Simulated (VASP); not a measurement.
A run of VASP 6.6.1 is set up as follows.

INCAR

```
PREC = Accurate
ENCUT = 630
EDIFF = 1E-6
ISMEAR = 0
SIGMA = 0.1
LREAL = F
LASPH = T
NELM = 120
ALGO = Normal
ISIF = 2
LWAVE = F
LCHARG = F
GGA = PE
NBANDS = 34
GGA_COMPAT = F
```

Contents of KPOINTS:

```
Automatic mesh
0
Gamma
  4 4 4
```

POSCAR

```
CdS5
1.0
    0.0000000000      3.8749375087      3.8749375087
    3.8749375087      0.0000000000      3.8749375087
    3.8749375087      3.8749375087      0.0000000000
Cd S
1 5
Direct
    0.0000000000      0.0000000000      0.0000000000
    0.2500000000      0.2500000000      0.2500000000
    0.1749624729      0.6083458424      0.6083458424
    0.6083458424      0.6083458424      0.6083458424
    0.6083458424      0.6083458424      0.1749624729
    0.6083458424      0.1749624729      0.6083458424
```

Potentials or basis: VASP PAW PBE potentials, release 64 (Cd_sv_GW, S).

Command:

```sh
$ cat potpaw_PBE.64/Cd_sv_GW/POTCAR potpaw_PBE.64/S/POTCAR > POTCAR
$ mpirun -np 1 vasp_std > vasp.out
```

Question: Predict the pressure.

Answer: -0.2 GPa.

Question: Predict the band gap on the k mesh.

Answer: Zero (bands 25 and 26 overlap by 1.17 eV).

Question: Predict the largest force.

Answer: 0.068 eV/Å.

Forces on the atoms (eV/Å):
```
Cd   0.000  0.000  0.000
S    0.000  0.000  0.000
S   -0.039  0.039  0.039
S   -0.039 -0.039 -0.039
S    0.039  0.039 -0.039
S    0.039 -0.039  0.039
```
